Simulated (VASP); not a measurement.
# ScAl2Sb2As (P4/mmm) in VASP: a series of runs, part 2 of 2

VASP 6.6.1.

### Step 4. Single point, PBE

This run uses another cell than the first one, of 28.13 Å³/atom, 1.354 times its volume.

INCAR reads:

```
SYSTEM = ScAl2Sb2As
PREC = Accurate ; ENCUT = 520
EDIFF = 1E-7 ; ISMEAR = 0
SIGMA = 0.1 ; LREAL = .FALSE.
LASPH = .TRUE. ; NELM = 60
ALGO = Normal ; ISIF = 2
LWAVE = .FALSE. ; LCHARG = .FALSE.
GGA = PE ; NBANDS = 25
```

KPOINTS reads:

```
Automatic mesh
0
G
  4 4 4
  0 0 0
```

POSCAR reads:

```
ScAl2Sb2As
1.0
    5.5321946259      0.0000000000      0.0000000000
    0.0000000000      5.5321946259      0.0000000000
    0.0000000000      0.0000000000      5.5150371160
Sc Al Sb As
1 2 2 1
Direct
    0.0000000000      0.0000000000      0.5000000000
    0.0000000000      0.5000000000      0.5000000000
    0.5000000000      0.0000000000      0.5000000000
    0.5000000000      0.5000000000      0.7524015279
    0.5000000000      0.5000000000      0.2475984721
    0.0000000000      0.0000000000      0.0000000000
```

Potentials or basis: VASP PAW PBE potentials, release 64 (Sc_sv, Al, Sb, As).

The run is started by

```bash
> cat potpaw_PBE.64/Sc_sv/POTCAR potpaw_PBE.64/Al/POTCAR potpaw_PBE.64/Sb/POTCAR potpaw_PBE.64/As/POTCAR > POTCAR
> mpirun -np 1 vasp_std > vasp.out
```

OUTCAR:

```text
SYSTEM = ScAl2Sb2As
   PREC = Accurate
   ENCUT = 520
   EDIFF = 1E-7
   ISMEAR = 0
   LREAL = .FALSE.
   LASPH = .TRUE.
   NELM = 60
   ISIF = 2
   GGA = PE

 ion  position               nearest neighbor table
   1  0.000  0.000  0.500-   6 2.76   6 2.76   2 2.77   3 2.77   2 2.77   3 2.77
   2  0.000  0.500  0.500-   1 2.77   1 2.77   5 3.10   4 3.10   4 3.10   5 3.10
   3  0.500  0.000  0.500-   1 2.77   1 2.77   5 3.10   4 3.10   5 3.10   4 3.10
   4  0.500  0.500  0.752-   5 2.73   5 2.78   2 3.10   3 3.10   3 3.10   2 3.10
   5  0.500  0.500  0.248-   4 2.73   4 2.78   3 3.10   2 3.10   3 3.10   2 3.10
   6  0.000  0.000  0.000-   1 2.76   1 2.76

[... 703 lines left out ...]
  Total        0.0506474      0.0506474      0.2611077      0.0000000      0.0000000     -0.0000000
  in kB        0.4807552      0.4807552      2.4784884      0.0000000      0.0000000     -0.0000000
  external PRESSURE =       1.1466663 kB  Pullay stress =       0.0000000 kB

 VOLUME and BASIS-vectors are now :
 -----------------------------------------------------------------------------
  energy-cutoff  :      520.00
  volume of cell :      168.79
      direct lattice vectors                 reciprocal lattice vectors
     5.532194626  0.000000000  0.000000000     0.180760090  0.000000000  0.000000000
     0.000000000  5.532194626  0.000000000     0.000000000  0.180760090  0.000000000
     0.000000000  0.000000000  5.515037116     0.000000000  0.000000000  0.181322442

 POSITION                                       TOTAL-FORCE (eV/Angst)
 -----------------------------------------------------------------------------------
      0.00000      0.00000      2.75752         0.000000      0.000000      0.000000
      0.00000      2.76610      2.75752         0.000000      0.000000      0.000000
      2.76610      0.00000      2.75752         0.000000      0.000000      0.000000
      2.76610      2.76610      4.14952         0.000000      0.000000      0.019625
      2.76610      2.76610      1.36551         0.000000     -0.000000     -0.019625
      0.00000      0.00000      0.00000         0.000000      0.000000      0.000000
 -----------------------------------------------------------------------------------
    total drift:                               -0.000000     -0.000000      0.000000

  FREE ENERGIE OF THE ION-ELECTRON SYSTEM (eV)
  ---------------------------------------------------
  free  energy   TOTEN  =       -23.9093388175 eV

  energy  without entropy=      -23.8944175972  energy(sigma->0) =      -23.90187821
```

OSZICAR:

```text
N       E                     dE             d eps       ncg     rms          rms(c)
DAV:   1     0.225827794749E+03    0.22583E+03   -0.12562E+04   932   0.107E+03
DAV:   2    -0.567564892615E+01   -0.23150E+03   -0.22187E+03   916   0.288E+02
DAV:   3    -0.240938207982E+02   -0.18418E+02   -0.16970E+02  1350   0.742E+01
DAV:   4    -0.249034545181E+02   -0.80963E+00   -0.79705E+00  1192   0.165E+01
DAV:   5    -0.249346016931E+02   -0.31147E-01   -0.31112E-01  1367   0.328E+00    0.755E+00
DAV:   6    -0.241681973906E+02    0.76640E+00   -0.39402E+00  1390   0.157E+01    0.393E+00
DAV:   7    -0.239602546146E+02    0.20794E+00   -0.92152E-01  1423   0.726E+00    0.245E+00
DAV:   8    -0.239124809851E+02    0.47774E-01   -0.22308E-01  1331   0.417E+00    0.676E-01
DAV:   9    -0.239089819578E+02    0.34990E-02   -0.14208E-02  1334   0.939E-01    0.288E-01
DAV:  10    -0.239091607709E+02   -0.17881E-03   -0.31523E-03  1319   0.322E-01    0.119E-01
DAV:  11    -0.239093431892E+02   -0.18242E-03   -0.52267E-04  1423   0.176E-01    0.437E-02
DAV:  12    -0.239093358084E+02    0.73808E-05   -0.95660E-05  1415   0.929E-02    0.117E-02
DAV:  13    -0.239093386115E+02   -0.28032E-05   -0.10218E-05  1110   0.180E-02    0.399E-03
DAV:  14    -0.239093388228E+02   -0.21130E-06   -0.23341E-06  1416   0.938E-03    0.161E-03
DAV:  15    -0.239093388175E+02    0.53665E-08   -0.15140E-07   909   0.316E-03
   1 F= -.23909339E+02 E0= -.23901878E+02  d E =-.149212E-01
```

stdout:

```text
POSCAR found type information on POSCAR ScAlSbAs
 POSCAR found :  4 types and       6 ions
 scaLAPACK will be used
 LDA part: xc-table for (Slater+PW92), standard interpolation
 POSCAR, INCAR and KPOINTS ok, starting setup
 FFT: planning ... GRIDC
 FFT: planning ... GRID_SOFT
 FFT: planning ... GRID
 WAVECAR not read
 entering main loop
```

It took 40 s on 1 thread of Intel Xeon 6975P-C (Granite Rapids), shared host; peak memory 0.31 GiB.

What came out:

* Free energy: -23.9093 eV
* Pressure: 0.1 GPa
* Largest force: 0.020 eV/Å
* Band gap on the k mesh: zero (band 16 reaches 5.05 eV, above the bottom of band 17 at 3.96 eV)

Forces on the atoms (eV/Å):
```
Sc   0.000  0.000  0.000
Al   0.000  0.000  0.000
Al   0.000  0.000  0.000
Sb   0.000  0.000  0.020
Sb   0.000  0.000 -0.020
As   0.000  0.000  0.000
```

Levels at points of the mesh, in eV from the Fermi level:
```tsv
k point	band 12	band 13	band 14	band 15	band 16	band 17	band 18	band 19	band 20	band 21
(0.00, 0.00, 0.00)	-3.08	-1.29	-0.33	-0.33	0.11	0.11	0.88	1.86	1.86	2.12
(0.50, 0.00, 0.00)	-2.06	-1.32	-0.65	-0.09	0.10	0.41	0.56	0.79	1.43	1.70
(0.50, 0.50, 0.00)	-1.27	-1.27	-1.25	-0.40	-0.40	0.07	0.77	0.77	1.00	2.47
(0.00, 0.00, 0.50)	-2.19	-2.19	-1.66	-0.01	0.21	0.21	0.95	1.10	1.12	1.71
(0.50, 0.00, 0.50)	-2.14	-1.63	-1.38	-1.11	-0.43	0.15	0.57	0.94	1.16	2.26
(0.50, 0.50, 0.50)	-3.30	-0.80	0.09	0.54	0.69	0.69	0.75	1.52	2.05	2.05
```

Caveat: spin-orbit coupling is left out, which moves the levels of the heavy elements.

### Step 5. Relaxation of cell and atoms, PBE

INCAR reads:

```
ALGO = Normal
EDIFF = 1E-6
EDIFFG = -0.04
ENCUT = 600
GGA = PE
IBRION = 2
ISIF = 3
ISMEAR = 0
LASPH = T
LCHARG = F
LREAL = F
LWAVE = F
NELM = 80
NSW = 90
PREC = Accurate
SIGMA = 0.1
```

KPOINTS reads:

```
k-points
0
Gamma
  4 4 2
```

POSCAR reads:

```
ScAl2Sb2As
1.0
    4.0579607400      0.0000000000      0.0000000000
    0.0000000000      4.0579607400      0.0000000000
    0.0000000000      0.0000000000      7.5715432700
Sc Al Sb As
1 2 2 1
Direct
    0.0000000000      0.0000000000      0.5000000000
    0.0000000000      0.5000000000      0.5000000000
    0.5000000000      0.0000000000      0.5000000000
    0.5000000000      0.5000000000      0.7487540200
    0.5000000000      0.5000000000      0.2512459800
    0.0000000000      0.0000000000      0.0000000000
```

The run is started by

```bash
> cat potpaw_PBE.64/Sc_sv/POTCAR potpaw_PBE.64/Al/POTCAR potpaw_PBE.64/Sb/POTCAR potpaw_PBE.64/As/POTCAR > POTCAR
> mpirun -np 1 vasp_std > vasp.out
```

Wall time 3.6 min (1 thread of Intel Xeon 6975P-C (Granite Rapids), shared host); peak memory 0.28 GiB.

The run converged. Its results:

* Free energy: -23.2067 eV
* Relaxed volume: 28.20 Å³/atom
* Relaxed cell: a = 5.277 Å, b = 5.277 Å, c = 6.076 Å, α = 90.00°, β = 90.00°, γ = 90.00°
* Space group after relaxing (to 0.05 Å): P4/mmm (No. 123)
* Energy gained by relaxing: 1365.0 meV/atom
* Ionic steps: 12
* Pressure after relaxing: -0.1 GPa
* Largest force after relaxing: 0.027 eV/Å
* Band gap on the k mesh: zero (band 16 reaches 4.95 eV, above the bottom of band 17 at 3.84 eV)

Forces in eV/Å, atoms in the order of the input:
```
Sc   0.000  0.000  0.000
Al   0.000  0.000  0.000
Al   0.000  0.000  0.000
Sb   0.000  0.000 -0.027
Sb   0.000  0.000  0.027
As   0.000  0.000  0.000
```

Stress tensor (GPa, compression positive):
```
-0.12  0.00  0.00
 0.00 -0.12  0.00
 0.00  0.00  0.08
```

The path:
```csv
step,energy change (eV),largest force (eV/Å),pressure (GPa),volume (Å³)
1,0.0000,1.8494,27.88,124.68
2,-5.9265,0.3643,-3.41,199.60
3,-5.9306,0.3573,-2.97,196.33
4,-7.3499,0.3842,-3.65,186.86
5,-7.8951,0.7008,5.04,157.76
6,-7.9848,1.3608,-0.10,169.81
7,-8.0450,1.3385,-1.35,174.30
8,-8.1632,0.1358,0.97,165.80
9,-8.1662,0.3300,0.62,166.90
10,-8.1879,0.0035,-0.10,169.66
11,-8.1881,0.0367,-0.17,169.95
12,-8.1900,0.0274,-0.06,169.23
```

Final structure:
```cif
data_structure
_symmetry_space_group_name_H-M 'P 1'
_symmetry_Int_Tables_number 1
_cell_length_a 5.2773
_cell_length_b 5.2773
_cell_length_c 6.0765
_cell_angle_alpha 90.000
_cell_angle_beta 90.000
_cell_angle_gamma 90.000
_cell_volume 169.23
loop_
_atom_site_label
_atom_site_type_symbol
_atom_site_fract_x
_atom_site_fract_y
_atom_site_fract_z
_atom_site_occupancy
Sc1 Sc 0.00000 0.00000 0.50000 1
Al1 Al 0.00000 0.50000 0.50000 1
Al2 Al 0.50000 0.00000 0.50000 1
Sb1 Sb 0.50000 0.50000 0.77250 1
Sb2 Sb 0.50000 0.50000 0.22750 1
As1 As 0.00000 0.00000 0.00000 1
```

Levels at points of the mesh, in eV from the Fermi level:
```csv
k point,band 11,band 12,band 13,band 14,band 15,band 16,band 17,band 18,band 19,band 20
"(0.00, 0.00, 0.00)",-3.31,-1.94,-1.38,-0.17,-0.17,0.00,0.00,0.87,1.72,1.72
"(0.50, 0.00, 0.00)",-2.48,-2.40,-1.02,-0.67,-0.10,0.07,0.37,0.39,0.64,1.35
"(0.50, 0.50, 0.00)",-2.12,-1.72,-1.72,-1.41,-0.96,-0.96,0.01,1.40,1.62,1.62
"(0.00, 0.00, 0.50)",-2.55,-2.18,-2.18,-1.72,-1.26,0.68,0.68,0.89,1.31,1.35
"(0.50, 0.00, 0.50)",-2.29,-1.78,-1.44,-1.27,-0.89,-0.84,-0.43,0.42,0.54,1.53
"(0.50, 0.50, 0.50)",-3.43,-3.15,-0.74,-0.67,-0.26,0.01,1.06,1.06,1.98,1.98
```

Caveat: the k points lie up to 0.52 Å⁻¹ apart in the final cell; the volume moved by over 15 % at a fixed basis, so the end points are rough; spin-orbit coupling is left out, which moves the levels of the heavy elements.

### Step 6. Overview

| task | cell | k mesh | cutoff (eV) | gap on the mesh (eV) | pressure (GPa) | largest force (eV/Å) |
| --- | --- | --- | --- | --- | --- | --- |
| single point | a = 4.058, b = 4.058, c = 7.572 Å, 6 atoms | 4 × 4 × 2 | 520 | none | 27.9 | 1.85 |
| single point | a = 5.267, b = 5.267, c = 6.087 Å, 6 atoms | 4 × 4 × 2 | 520 | none | 0.0 | 0.03 |
| single point | a = 5.532, b = 5.532, c = 5.515 Å, 6 atoms | 4 × 4 × 4 | 520 | none | 0.1 | 0.02 |
| relaxation of cell and atoms | relaxed from a = 4.058, b = 4.058, c = 7.572 Å, 6 atoms | 4 × 4 × 2 | 600 | none | -0.1 | 0.03 |

Alike in all rows: level PBE; potentials or basis VASP PAW PBE potentials, release 64 (Sc_sv, Al, Sb, As); no spin polarisation; smearing gaussian 0.1 eV.

Caveats: some runs use coarse meshes; spin-orbit coupling is left out, which moves the levels of the heavy elements; forces of over 1 eV/Å act on the atoms, so gaps and moduli don't describe the material at rest (some runs); the volume moved by over 15 % at a fixed basis, so the end points are rough (some runs).

Absolute energies hang on the potentials; compare differences alone.
